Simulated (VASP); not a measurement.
## Ru: single point with PBE

Ru:

```
Ru
1.0
     2.70580    0.00000    0.00000
    -1.35290    2.34329    0.00000
     0.00000    0.00000    4.28190
Ru
2
Direct
  0.66667 0.33333 0.75000
  0.33333 0.66667 0.25000
```

| Property | Result |
| --- | --- |
| Program | VASP 6.6.1 |
| Task | single point |
| Functional | PBE |
| Potentials or basis | VASP PAW PBE potentials, release 64 (Ru_pv) |
| Cutoff | 520 eV |
| k mesh | 11 × 11 × 6 |
| Occupations | gaussian, width 0.025 eV |
| Spin | no spin polarisation |
| Dipole correction | no |
| Further INCAR settings | ALGO = Normal; EDIFF = 1e-06; NBANDS = 21 |

| Quantity | Value |
| --- | --- |
| Pressure | 4.4 GPa |
| Band gap on the k mesh | zero (bands 14 and 15 overlap by 3.07 eV) |

Stress tensor (GPa, compression positive):
```
4.48 0.00 0.00
0.00 4.48 0.00
0.00 0.00 4.33
```

Levels at points of the mesh, in eV from the Fermi level:
```
           k point  band 10  band 11  band 12  band 13  band 14  band 15  band 16  band 17  band 18  band 19
(0.00, 0.00, 0.00)    -2.54    -2.36    -1.86    -1.86    -1.33    -1.33     1.24     1.24     1.35    10.35
(0.00, 0.00, 0.50)    -2.70    -2.70    -2.70    -2.66    -2.66     0.60     0.60     0.60     0.60    10.48
```

Run time: 34 s on 1 thread of Intel Xeon 8259CL, on a shared host, peak memory 0.15 GiB.

Caveat: the cell stands under pressure.
